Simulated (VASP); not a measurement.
# Al6H in VASP: further runs

The runs below take Al6H through single point, with PBE.

Program: VASP 6.6.1. These are calculated values, not measurements. Logs are shortened: lines on timing, memory, paths and dates and some standing lists are left out, and cuts for length are marked.

## (1) The cell of the first run

The cell holds a slab with vacuum, 14 atoms: a = 5.714 Å, b = 5.714 Å, c = 22.175 Å, α = 90.00°, β = 90.00°, γ = 90.00°.

## (2) Single point, PBE

INCAR reads:

```
SYSTEM = Al6H
  PREC = Accurate
  ENCUT = 520
  EDIFF = 1E-6
  ISMEAR = 0
  SIGMA = 0.1
  LREAL = .FALSE.
  LASPH = .TRUE.
  NELM = 60
  ALGO = Normal
  ISIF = 2
  LWAVE = .FALSE.
  LCHARG = .FALSE.
  LDIPOL = .TRUE.
  IDIPOL = 3
  DIPOL = 0.5 0.5 0.299
  GGA = PE
  NBANDS = 32
```

KPOINTS reads:

```
regular mesh
0
G
  5 5 1
  0 0 0
```

POSCAR reads:

```
Al6H
1.0
    5.7135165837      0.0000000000      0.0000000000
    0.0000000000      5.7135165837      0.0000000000
    0.0000000000      0.0000000000     22.1746954375
Al H
12 2
Direct
    0.2500000000      0.2500000000      0.1803857921
    0.2500000000      0.7500000000      0.1803857921
    0.7500000000      0.2500000000      0.1803857921
    0.7500000000      0.7500000000      0.1803857921
    0.0000000000      0.0000000000      0.2744050924
    0.0000000000      0.5000000000      0.2744050924
    0.5000000000      0.0000000000      0.2744050924
    0.5000000000      0.5000000000      0.2744050924
    0.2500000000      0.2500000000      0.3686497278
    0.2500000000      0.7500000000      0.3686497278
    0.7500000000      0.2500000000      0.3686497278
    0.7500000000      0.7500000000      0.3686497278
    0.0000000000     -0.0568826563      0.4466665829
    0.0000000000      0.0568826563      0.4466665829
```

Potentials or basis: VASP PAW PBE potentials, release 64 (Al, H).

Command:

```console
> cat potpaw_PBE.64/Al/POTCAR potpaw_PBE.64/H/POTCAR > POTCAR
> mpirun -np 1 vasp_std > vasp.out
```

OUTCAR:

```text
SYSTEM = Al6H
   PREC = Accurate
   ENCUT = 520
   EDIFF = 1E-6
   ISMEAR = 0
   LREAL = .FALSE.
   LASPH = .TRUE.
   NELM = 60
   ISIF = 2
   GGA = PE

 ion  position               nearest neighbor table
   1  0.250  0.250  0.180-   2 2.86   3 2.86   2 2.86   3 2.86   7 2.90   8 2.90   5 2.90   6 2.90

   2  0.250  0.750  0.180-   1 2.86   4 2.86   1 2.86   4 2.86   7 2.90   8 2.90   5 2.90   6 2.90

   3  0.750  0.250  0.180-   1 2.86   4 2.86   4 2.86   1 2.86   7 2.90   8 2.90   5 2.90   6 2.90
[... 15 lines left out ...]
  11  0.750  0.250  0.369-   9 2.86  12 2.86  12 2.86   9 2.86   5 2.91   6 2.91   7 2.91   8 2.91

  12  0.750  0.750  0.369-  10 2.86  11 2.86  11 2.86  10 2.86   5 2.91   6 2.91   7 2.91   8 2.91

  13  0.000  0.943  0.447-  14 0.65
  14  0.000  0.057  0.447-  13 0.65

  LATTYP: Found a simple tetragonal cell.
 ALAT       =     5.7135165837
 C/A-ratio  =     3.8810940885

  Lattice vectors:

 A1 = (   5.7135165837,   0.0000000000,   0.0000000000)
 A2 = (   0.0000000000,   5.7135165837,   0.0000000000)
 A3 = (   0.0000000000,   0.0000000000,  22.1746954375)

Analysis of symmetry for initial positions (statically):
=====================================================================
 Subroutine PRICEL returns:
 Original cell was already a primitive cell.

 Routine SETGRP: Setting up the symmetry group for a
 simple tetragonal supercell.

 Subroutine GETGRP returns: Found  4 space group operations
 (whereof  4 operations were pure point group operations)
 out of a pool of 16 trial point group operations.

The static configuration has the point symmetry C_2v.

Analysis of symmetry for dynamics (positions and initial velocities):
=====================================================================
 Subroutine PRICEL returns:
 Original cell was already a primitive cell.

 Routine SETGRP: Setting up the symmetry group for a
 simple tetragonal supercell.

 Subroutine GETGRP returns: Found  4 space group operations
 (whereof  4 operations were pure point group operations)
 out of a pool of 16 trial point group operations.

The dynamic configuration has the point symmetry C_2v.

 Subroutine INISYM returns: Found  4 space group operations
 (whereof  4 operations are pure point group operations),
 and found     1 'primitive' translations

----------------------------------------------------------------------------------------

                                     Primitive cell

  volume of cell :     723.8768

  direct lattice vectors                    reciprocal lattice vectors
     5.713516584  0.000000000  0.000000000     0.175023558  0.000000000  0.000000000
     0.000000000  5.713516584  0.000000000     0.000000000  0.175023558  0.000000000
     0.000000000  0.000000000 22.174695437     0.000000000  0.000000000  0.045096448

  length of vectors
     5.713516584  5.713516584 22.174695437     0.175023558  0.175023558  0.045096448

  position of ions in fractional coordinates (direct lattice)
     0.250000000  0.250000000  0.180385792
     0.250000000  0.750000000  0.180385792
     0.750000000  0.250000000  0.180385792
     0.750000000  0.750000000  0.180385792
     0.000000000  0.000000000  0.274405092
     0.000000000  0.500000000  0.274405092
     0.500000000  0.000000000  0.274405092
     0.500000000  0.500000000  0.274405092
     0.250000000  0.250000000  0.368649728
     0.250000000  0.750000000  0.368649728
     0.750000000  0.250000000  0.368649728
     0.750000000  0.750000000  0.368649728
     0.000000000  0.943117344  0.446666583
     0.000000000  0.056882656  0.446666583

  ion indices of the primitive-cell ions
   primitive index   ion index
                 1           1
                 2           2
                 3           3
                 4           4
                 5           5
                 6           6
                 7           7
                 8           8
                 9           9
                10          10
                11          11
                12          12
                13          13
                14          14

----------------------------------------------------------------------------------------

 KPOINTS: regular mesh

Automatic generation of k-mesh.
 Grid dimensions read from file:
 generate k-points for:    5    5    1

 Generating k-lattice:

  Cartesian coordinates                     Fractional coordinates (reciprocal lattice)
     0.035004712  0.000000000  0.000000000     0.200000000  0.000000000  0.000000000
     0.000000000  0.035004712  0.000000000     0.000000000  0.200000000  0.000000000
     0.000000000  0.000000000  0.045096448     0.000000000  0.000000000  1.000000000

  Length of vectors
     0.035004712  0.035004712  0.045096448

  Shift w.r.t. Gamma in fractional coordinates (k-lattice)
     0.000000000  0.000000000  0.000000000

 Subroutine IBZKPT returns following result:
 ===========================================

 Found      9 irreducible k-points:

 Following reciprocal coordinates:
            Coordinates               Weight
  0.000000  0.000000  0.000000      1.000000
  0.200000  0.000000  0.000000      2.000000
  0.000000  0.200000  0.000000      2.000000
  0.400000  0.000000  0.000000      2.000000
  0.000000  0.400000  0.000000      2.000000
  0.200000  0.200000  0.000000      4.000000
  0.400000  0.200000  0.000000      4.000000
 -0.200000  0.400000  0.000000      4.000000
  0.400000  0.400000  0.000000      4.000000
   k-points           NKPTS =      9   k-points in BZ     NKDIM =      9   number of bands    NBANDS=     32
   number of dos      NEDOS =    301   number of ions     NIONS =     14
   total plane-waves  NPLWV = 296352
   dimension x,y,z NGX =    42 NGY =   42 NGZ =  168
   dimension x,y,z NGXF=    84 NGYF=   84 NGZF=  336
   ions per type =              12   2
   NGX,Y,Z   is equivalent  to a cutoff of  12.22, 12.22, 12.60 a.u.
   NGXF,Y,Z  is equivalent  to a cutoff of  24.44, 24.44, 25.19 a.u.
 SYSTEM =  Al6H
   PREC   = accura    normal or accurate (medium, high low for compatibility)
   ISTART =      0    job   : 0-new  1-cont  2-samecut
   ICHARG =      2    charge: 1-file 2-atom 10-const
   ISPIN  =      1    spin polarized calculation?
   LNONCOLLINEAR =      F non collinear calculations
   LSORBIT =      F    spin-orbit coupling
   LASPH  =      T    aspherical Exc in radial PAW
   ENCUT  =  520.0 eV  38.22 Ry    6.18 a.u.  10.62 10.62 41.23*2*pi/ulx,y,z
   NELM   =     60;   NELMIN=  2; NELMDL= -5     # of ELM steps
   EDIFF  = 0.1E-05   stopping-criterion for ELM
   LREAL  =      F    real-space projection
   EDIFFG = 0.1E-04   stopping-criterion for IOM
   NSW    =      0    number of steps for IOM
   IBRION =     -1    ionic relax: 0-MD 1-quasi-New 2-CG
   NFREE  =      0    steps in history (QN), initial steepest desc. (CG)
   ISIF   =      2    stress and relaxation
   ISYM   =      2    0-nonsym 1-usesym 2-fastsym
   POTIM  = 0.5000    time-step for ionic-motion
   TEBEG  =    0.0;   TEEND  =   0.0 temperature during run
   PSTRESS=    0.0 pullay stress
   NELECT =      38.0000    total number of electrons
   NUPDOWN=      -1.0000    fix difference up-down
   EMIN   =  10.00;   EMAX   =-10.00  energy-range for DOS
   EFERMI =   0.00;   METHOD = LEGACY
   ISMEAR =     0;   SIGMA  =   0.10  broadening in eV -4-tet -1-fermi 0-gaus
   EFERMI_NEDOS =   21; number of points for ismear=-14 and -15
   IALGO  =     38    algorithm
   IMIX   =      4    mixing-type and parameters
     AMIX     =   0.40;   BMIX     =  1.00
     AMIX_MAG =   1.60;   BMIX_MAG =  1.00
  volume/ion in A,a.u.               =      51.71       348.93
  Fermi-wavevector in a.u.,A,eV,Ry     =   0.612982  1.158368  5.112350  0.375747
  Thomas-Fermi vector in A             =   1.669467
   LORBIT       =      0    0 simple, 1 ext, 2 COOP (PROOUT), +10 PAW based schemes
   GGA     = PE    functional components
   LHFCALC =     F    Hartree Fock is set to
   AEXX    =    0.0000 exact exchange contribution
   IVDW    =     0    specifies the selected vdW correction
   LEPSILON=     F    determine dielectric tensor
   LRPA    =     F    only Hartree local field effects (RPA)
 non-spin polarized calculation
 Gauss-broadening in eV      SIGMA  =   0.10
  energy-cutoff  :      520.00
  volume of cell :      723.88
 maximum number of plane-waves:     19525
   NGX = 21   NGY = 21   NGZ = 83

 dipolmoment           0.000000      0.000000      0.025948 electrons x Angstroem

 number of electron      37.9999997 magnetization

 dipolmoment           0.000000      0.000000     -0.049934 electrons x Angstroem

 Free energy of the ion-electron system (eV)
  ---------------------------------------------------
  ext. energy  EPLUGINS =         0.00000000
  ---------------------------------------------------
  free energy    TOTEN  =       -47.14980160 eV

  energy without entropy =      -47.12844921  energy(sigma->0) =      -47.13912540

 E-fermi :  -0.8183     XC(G=0):  -3.8037

 val. band max:       -0.8406686366   @ k =   0.4000   0.2000   0.0000
 cond. band min:      -0.6607199393   @ k =   0.4000   0.4000   0.0000
 fundamental gap:      0.1799486973
 Fermi energy:        -0.8182752077

 k-point     1 :       0.0000    0.0000    0.0000
  band No.  band energies     occupation
      1     -10.9887      2.00000
      2      -9.5213      2.00000
      3      -8.3296      2.00000
      4      -6.5560      2.00000
      5      -6.5517      2.00000
      6      -6.4238      2.00000
[... 295 lines left out ...]
     30       2.1771      0.00000
     31       2.6394      0.00000
 [bands above 31 left out]

------------------------ aborting loop because EDIFF is reached ----------------------------------------

 vacuum level on the upper side and lower side of the slab       (xc-potential included)        -0.202         0.118

  FORCE on cell =-STRESS in cart. coord.  units (eV):
  Direction    XX          YY          ZZ          XY          YZ          ZX
  --------------------------------------------------------------------------------------
  -------------------------------------------------------------------------------------
  Total       -6.0968440     -2.6380361      0.9397284      0.0000000      0.0000000      0.0000000
  in kB      -13.4943205     -5.8388413      2.0799279      0.0000000      0.0000000      0.0000000
  external PRESSURE =      -5.7510780 kB  Pullay stress =       0.0000000 kB

 VOLUME and BASIS-vectors are now :
 -----------------------------------------------------------------------------
  energy-cutoff  :      520.00
  volume of cell :      723.88
      direct lattice vectors                 reciprocal lattice vectors
     5.713516584  0.000000000  0.000000000     0.175023558  0.000000000  0.000000000
     0.000000000  5.713516584  0.000000000     0.000000000  0.175023558  0.000000000
     0.000000000  0.000000000 22.174695437     0.000000000  0.000000000  0.045096448

 POSITION                                       TOTAL-FORCE (eV/Angst)
 -----------------------------------------------------------------------------------
      1.42838      1.42838      4.00000         0.000074      0.001818      0.042107
      1.42838      4.28514      4.00000         0.000074     -0.001818      0.042107
      4.28514      1.42838      4.00000        -0.000074      0.001818      0.042107
      4.28514      4.28514      4.00000        -0.000074     -0.001818      0.042107
      0.00000      0.00000      6.08485         0.000000      0.000000      0.063489
      0.00000      2.85676      6.08485         0.000000      0.000000     -0.058658
      2.85676      0.00000      6.08485         0.000000      0.000000     -0.063213
      2.85676      2.85676      6.08485         0.000000      0.000000      0.067723
      1.42838      1.42838      8.17470         0.259726      0.268208     -0.290454
      1.42838      4.28514      8.17470         0.259726     -0.268208     -0.290454
      4.28514      1.42838      8.17470        -0.259726      0.268208     -0.290454
      4.28514      4.28514      8.17470        -0.259726     -0.268208     -0.290454
      0.00000      5.38852      9.90470         0.000000     -5.334865      0.492024
      0.00000      0.32500      9.90470         0.000000      5.334865      0.492024
 -----------------------------------------------------------------------------------
    total drift:                                0.000000     -0.000000     -0.000142

  FREE ENERGIE OF THE ION-ELECTRON SYSTEM (eV)
  ---------------------------------------------------
  free  energy   TOTEN  =       -47.1498015967 eV

  energy  without entropy=      -47.1284492051  energy(sigma->0) =      -47.13912540

 vacuum level on the upper side and lower side of the slab         3.279         3.590
```

Run time: 5.4 min. Hardware: 1 thread of Intel Xeon 6975P-C (Granite Rapids), shared host; peak memory 0.67 GiB.

What came out:

```
Free energy            : -47.1498 eV
Largest force          : 5.358 eV/Å
Band gap on the k mesh : zero (band 19 reaches -0.27 eV, above the bottom of band 20 at -0.88 eV)
```

Forces on the atoms (eV/Å):
```
Al   0.000  0.002  0.042
Al   0.000 -0.002  0.042
Al   0.000  0.002  0.042
Al   0.000 -0.002  0.042
Al   0.000  0.000  0.063
Al   0.000  0.000 -0.059
Al   0.000  0.000 -0.063
Al   0.000  0.000  0.068
Al   0.260  0.268 -0.290
Al   0.260 -0.268 -0.290
Al  -0.260  0.268 -0.290
Al  -0.260 -0.268 -0.290
H    0.000 -5.335  0.492
H    0.000  5.335  0.492
```

(Part 1 of 3 ends here.)
